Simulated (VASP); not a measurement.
Input of a VASP 6.6.1 run:

The input INCAR:

```
SYSTEM = CuO
ALGO     = Normal         ! electronic algorithm
EDIFF    = 1E-6           ! SCF threshold, eV
ENCUT    = 820            ! plane-wave cutoff, eV
GGA      = PE             ! functional
GGA_COMPAT= .False.      
ISIF     = 2              ! what is computed and relaxed
ISMEAR   = -1             ! smearing method
LASPH    = .True.         ! aspherical terms in the spheres
LCHARG   = .False.        ! write CHGCAR
LREAL    = .False.        ! projectors in reciprocal space
LWAVE    = .False.        ! write WAVECAR
NBANDS   = 33             ! bands
NELM     = 120            ! most SCF steps
PREC     = Accurate       ! precision mode
SIGMA    = 0.05           ! smearing width, eV
```

File KPOINTS:

```
k-points
0
Gamma
  8 8 5
  0 0 0
```

POSCAR

```
CuO
1.0
    1.9113292800     -2.0674080000      0.0000000000
    1.9113292800      2.0674080000      0.0000000000
    0.0000000000      0.0000000000      5.1559280000
Cu O
2 2
Direct
    0.5000000000      0.0000000000      0.0000000000
    0.0000000000      0.5000000000      0.5000000000
    0.5000000000      0.5000000000      0.2500000000
    0.5000000000      0.5000000000      0.7500000000
```

Potentials or basis: VASP PAW PBE potentials, release 64 (Cu_sv_GW, O).

Command:

```console
$ cat potpaw_PBE.64/Cu_sv_GW/POTCAR potpaw_PBE.64/O/POTCAR > POTCAR
$ mpirun -np 1 vasp_std > vasp.out
```

Q: Estimate the pressure.

A: 13.9 GPa.

Q: Estimate the band gap on the k mesh.

A: Zero (bands 25 and 26 overlap by 0.86 eV).

Stress tensor (GPa, compression positive):
```
13.99  0.00  0.00
 0.00 14.37  0.00
 0.00  0.00 13.33
```

Caveat: the cell stands under pressure; semilocal functionals often make such compounds metallic where correlation or magnetic order opens a gap, which also shifts bond lengths. With open d or f shells a metallic result of PBE can be an artefact of self-interaction; +U or a hybrid may open a gap.
